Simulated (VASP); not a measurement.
Crystal: ZnSe (Stilleite).

```
Zn Se
1.0
     0.00000    2.86592    2.86592
     2.86592    0.00000    2.86592
     2.86592    2.86592    0.00000
Zn Se
1 1
Direct
  0.00000 0.00000 0.00000
  0.25000 0.25000 0.25000
```

| Property | Result |
| --- | --- |
| Program | VASP 6.6.1 |
| Task | relaxation of cell and atoms |
| Functional | PBEsol |
| Potentials or basis | VASP PAW PBE potentials, release 64 (Zn, Se) |
| Cutoff | 600 eV |
| k mesh | 8 × 8 × 8 |
| Occupations | fermi-dirac, width 0.02 eV |
| Spin | no spin polarisation |

At the start: pressure -2.8 GPa; volume 23.54 Å³/atom.

Question: How do energy, volume and symmetry change on relaxing?

Answer: Over 5 steps the energy falls by 10.2 meV/atom and the volume is 22.43 Å³/atom (-4.7 %); space group F-43m (No. 216, to 0.05 Å).

The path:
```
step  energy change (eV)  largest force (eV/Å)  pressure (GPa)  volume (Å³)
   1              0.0000                0.0000           -2.82        47.08
   2             -0.0189                0.0000            0.79        44.31
   3             -0.0203                0.0000           -0.11        44.85
   4             -0.0203                0.0000            0.09        44.79
   5             -0.0203                0.0000            0.03        44.86
```

Final structure:
```yaml
crystal:
  lattice:
    - [0.00000, 2.82025, 2.82025]
    - [2.82025, 0.00000, 2.82025]
    - [2.82025, 2.82025, 0.00000]
  atoms:
    - { symbol: Zn, position: [0.00000, 0.00000, 0.00000] }
    - { symbol: Se, position: [0.25000, 0.25000, 0.25000] }
```

Caveat: the PAW data sets were made with another functional, which shifts forces and pressure a little.
